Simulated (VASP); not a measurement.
The system is SiPb (rocksalt type).

```
CELL_PARAMETERS angstrom
0.00000 2.82527 2.82527
2.82527 0.00000 2.82527
2.82527 2.82527 0.00000
ATOMIC_POSITIONS crystal
Pb 0.00000 0.00000 0.00000
Si 0.50000 0.50000 0.50000
```

* Program: VASP 6.6.1
* Task: relaxation of cell and atoms
* Functional: PBE
* Potentials or basis: VASP PAW PBE potentials, release 64 (Pb_d, Si)
* Cutoff: 600 eV
* k mesh: 13 × 13 × 13
* Occupations: fermi-dirac, width 0.05 eV
* Spin: no spin polarisation

At the start: pressure 7.3 GPa; volume 22.55 Å³/atom.

Question: Where does the relaxation end?

Answer: Over 5 steps the energy falls by 53.6 meV/atom and the volume is 25.15 Å³/atom (+11.5 %); space group Fm-3m (No. 225, to 0.05 Å).

The path:
```
step  energy change (eV)  largest force (eV/Å)  pressure (GPa)  volume (Å³)
   1              0.0000                0.0000            7.33        45.10
   2             -0.0969                0.0000           -1.73        52.18
   3             -0.1073                0.0000            0.05        50.28
   4             -0.1073                0.0000           -0.08        50.39
   5             -0.1073                0.0000            0.01        50.31
```

Final structure:
```
Pb Si
1.0
     0.00000    2.92999    2.92999
     2.92999    0.00000    2.92999
     2.92999    2.92999    0.00000
Pb Si
1 1
Cartesian
  0.0000 0.0000 0.0000
  2.9300 2.9300 2.9300
```
